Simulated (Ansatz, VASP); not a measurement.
**Te in VASP and in Ansatz**

```
Te
1.0
     4.51867    0.00000    0.00000
    -2.25933    3.91328    0.00000
     0.00000    0.00000    5.95610
Te
3
Direct
  0.26829 0.00000 0.33333
  0.00000 0.26829 0.66667
  0.73171 0.73171 0.00000
```

Alike in both runs: functional PBE; k mesh 12 × 12 × 6; occupations gaussian, width 0.01 eV; no spin polarisation.

Ansatz relaxed the structure, and its values are those at the end. VASP's run is a single point on that final structure, the one shown.

|  | VASP | Ansatz |
| --- | --- | --- |
| version | VASP 6.6.1 | Ansatz 0.2.0 |
| potentials or method | VASP PAW PBE potentials, release 64 (Te), cutoff 520 eV | scalar-relativistic, plane waves, PAW |
| valence electrons in the cell | 18 | 48 |

Ansatz gave:

```
gap on the k mesh at the Fermi level (eV) : 0.23
least direct gap on the mesh (eV)         : 0.23
pressure (GPa)                            : 0.0
rms of the force components (eV/Å)        : 0.000
```

Which values does VASP return?

gap on the k mesh at the Fermi level (eV): 0.21; least direct gap on the mesh (eV): 0.21; pressure (GPa): 0.0; rms of the force components (eV/Å): 0.005.

The functional is the same, so the differences come from potentials, cutoffs and numerics. VASP's potentials hold 18 valence electrons a cell and Ansatz's 48, so a difference there can come from the potentials and not from the codes.

Neither program's run includes spin-orbit coupling.
